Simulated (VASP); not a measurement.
Input of a VASP 6.6.1 run:

The input INCAR:

```
SYSTEM = LiNbO3
PREC     = Accurate       ! precision mode
ENCUT    = 750            ! plane-wave cutoff, eV
EDIFF    = 1E-6           ! SCF threshold, eV
ISMEAR   = 0              ! smearing method
SIGMA    = 0.02           ! smearing width, eV
LREAL    = .FALSE.        ! projectors in reciprocal space
LASPH    = .TRUE.         ! aspherical terms in the spheres
NELM     = 120            ! most SCF steps
ALGO     = Normal         ! electronic algorithm
ISIF     = 2              ! what is computed and relaxed
LWAVE    = .FALSE.        ! write WAVECAR
LCHARG   = .FALSE.        ! write CHGCAR
GGA      = PE             ! functional
NBANDS   = 45             ! bands
GGA_COMPAT= .FALSE.
```

Contents of KPOINTS:

```
regular mesh
0
G
  3 3 3
  0 0 0
```

The input POSCAR:

```
LiNbO3
1.0
    2.5758000000      1.4871388234      4.6230000000
   -2.5758000000      1.4871388234      4.6230000000
    0.0000000000     -2.9742776468      4.6230000000
Li Nb O
2 2 6
Direct
    0.2815000000      0.2815000000      0.2815000000
    0.7815000000      0.7815000000      0.7815000000
    0.0000550000      0.0000550000      0.0000550000
    0.5000550000      0.5000550000      0.5000550000
    0.1123100000      0.3583600000      0.7195900000
    0.7195900000      0.1123100000      0.3583600000
    0.3583600000      0.7195900000      0.1123100000
    0.2195900000      0.8583600000      0.6123100000
    0.8583600000      0.6123100000      0.2195900000
    0.6123100000      0.2195900000      0.8583600000
```

Potentials or basis: VASP PAW PBE potentials, release 64 (Li_sv, Nb_sv, O).

Run with:

```bash
$ cat potpaw_PBE.64/Li_sv/POTCAR potpaw_PBE.64/Nb_sv/POTCAR potpaw_PBE.64/O/POTCAR > POTCAR
$ mpirun -np 1 vasp_std > vasp.out
```

(1) Estimate the largest force.

(2) Predict the band gap on the k mesh.

(3) What does it give for the pressure?

## Answers

(1) 0.194 eV/Å.

(2) 3.61 eV.

(3) 4.1 GPa.

Caveat: the k points lie up to 0.49 Å⁻¹ apart; an odd mesh through Γ misses points on the zone boundary, where band edges can lie.
